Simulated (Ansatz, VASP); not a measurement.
MnS in VASP and in Ansatz

Contents of POSCAR:

```
MnS
1.0
    0.0000000000      2.8000000000      2.8000000000
    2.8000000000      0.0000000000      2.8000000000
    2.8000000000      2.8000000000      0.0000000000
Mn S
1 1
Direct
    0.0000000000      0.0000000000      0.0000000000
    0.7500000000      0.7500000000      0.7500000000
```

File INCAR.step1:

```
ALGO     = Normal         # electronic algorithm
EDIFF    = 1E-4           # SCF threshold, eV
ENCUT    = 520            # plane-wave cutoff, eV
GGA      = PE             # functional
ISMEAR   = -1             # smearing method
ISPIN    = 2              # spin polarisation
LASPH    = True           # aspherical terms in the spheres
LCHARG   = False          # write CHGCAR
LMAXMIX  = 4              # l up to which the mixer works
LREAL    = False          # projectors in reciprocal space
LWAVE    = True           # write WAVECAR
MAGMOM   = 4 0            # initial moments
NBANDS   = 20             # bands
NELM     = 150            # most SCF steps
PREC     = Accurate       # precision mode
SIGMA    = 0.05           # smearing width, eV
```

INCAR.step2

```
ALGO     = Normal         # electronic algorithm
EDIFF    = 1E-8           # SCF threshold, eV
ENCUT    = 520            # plane-wave cutoff, eV
ISIF     = 2              # what is computed and relaxed
ISMEAR   = -1             # smearing method
ISPIN    = 2              # spin polarisation
ISTART   = 1            
LASPH    = True           # aspherical terms in the spheres
LCHARG   = False          # write CHGCAR
LEFG     = True         
LMAXMIX  = 4              # l up to which the mixer works
LMIXTAU  = True         
LORBIT   = 11             # projections on sites
LREAL    = False          # projectors in reciprocal space
LWAVE    = False          # write WAVECAR
MAGMOM   = 4 0            # initial moments
METAGGA  = R2SCAN         # meta-GGA
NBANDS   = 20             # bands
NELM     = 150            # most SCF steps
PREC     = Accurate       # precision mode
SIGMA    = 0.05           # smearing width, eV
```

KPOINTS

```
k-points
0
Gamma
  10 10 10
```

Input for Ansatz:

```yaml
crystal:
  lattice:
    - [0.0, 2.8, 2.8]
    - [2.8, 0.0, 2.8]
    - [2.8, 2.8, 0.0]
  atoms:
    - { symbol: Mn, position: [0.0, 0.0, 0.0], spin: 4.0 }
    - { symbol: S, position: [0.75, 0.75, 0.75] }
magnetization:
  spin_polarized: true
kpoints:
  mp_grid: { grid: [10, 10, 10] }
  band_path:
    path:
      - [0.0, 0.0, 0.0]
      - [-0.5, -0.5, 0.0]
      - [-0.375, -0.375, 0.25]
      - [-0.375, 0.0, 0.375]
      - [0.0, 0.0, 0.0]
      - [0.0, 0.0, 0.5]
      - [-0.5, -0.25, 0.25]
      - [-0.5, -0.5, 0.0]
    npoints: 5
scf:
  occupations: { method: fermi_dirac, width: 0.05 }
hamiltonian:
  xc: r2scan
  pseudopotentials: { kind: paw }
output:
  forces: true
  stress: true
  eigenvalues: true
  efg: { contact_densities: true }
```

Alike in both runs: task electric field gradients; functional r2SCAN; k mesh 10 × 10 × 10; occupations fermi-dirac, width 0.05 eV; collinear spin.

|  | VASP | Ansatz |
| --- | --- | --- |
| version | VASP 6.6.1 | Ansatz 0.2.0 |
| potentials or method | VASP PAW PBE potentials, release 64 (Mn_pv, S) | PAW with Ansatz's default frozen-core files, scalar-relativistic |
| plane-wave cutoff (eV) | 520 | 500 |
| valence electrons in the cell | 19 | 21 |

|  | VASP | Ansatz | Ansatz less VASP |
| --- | --- | --- | --- |
| pressure (GPa) | 1.8 | 1.8 | -0.09 |
| net moment per atom (μB) | 2.50 | 2.50 | 0.000 |
| size of the moment on the site where the two differ most (μB) | 4.46 | 4.30 | -0.161 |

VASP's potentials were made for PBE, not for r2SCAN. Site moments also hang on the region over which each program counts them. VASP's potentials hold 19 valence electrons a cell and Ansatz's 21, so a difference there can come from the potentials and not from the codes. Ansatz's warnings: stability check not made.
